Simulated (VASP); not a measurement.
Input of a VASP 6.6.1 run:

Contents of INCAR:

```
  ALGO = Normal
  EDIFF = 1E-6
  ENCUT = 520
  GGA = RE
  ISIF = 2
  ISMEAR = -1
  IVDW = 12
  LASPH = True
  LCHARG = False
  LREAL = False
  LWAVE = False
  NBANDS = 11
  NELM = 100
  PREC = Accurate
  SIGMA = 0.05
```

File KPOINTS:

```
k-points
0
Gamma
  13 13 13
```

POSCAR

```
C
1.0
    0.0000000000      1.7951807415      1.7951807415
    1.7951807415      0.0000000000      1.7951807415
    1.7951807415      1.7951807415      0.0000000000
C
2
Direct
    0.7500000000      0.7500000000      0.7500000000
    0.5000000000      0.5000000000      0.5000000000
```

Potentials or basis: VASP PAW PBE potentials, release 64 (C).

The run is started by

```bash
$ cat potpaw_PBE.64/C/POTCAR > POTCAR
$ mpirun -np 1 vasp_std > vasp.out
```

Q: What does it give for the pressure?

A: -12.1 GPa.

Q: Estimate the band gap on the k mesh.

A: 4.09 eV, indirect (least direct gap 5.54 eV).

Q: Estimate the dispersion energy per atom.

A: -0.388 eV.

Caveat: the PAW data sets were made with another functional, which shifts forces and pressure a little. A k mesh can miss the band edges.
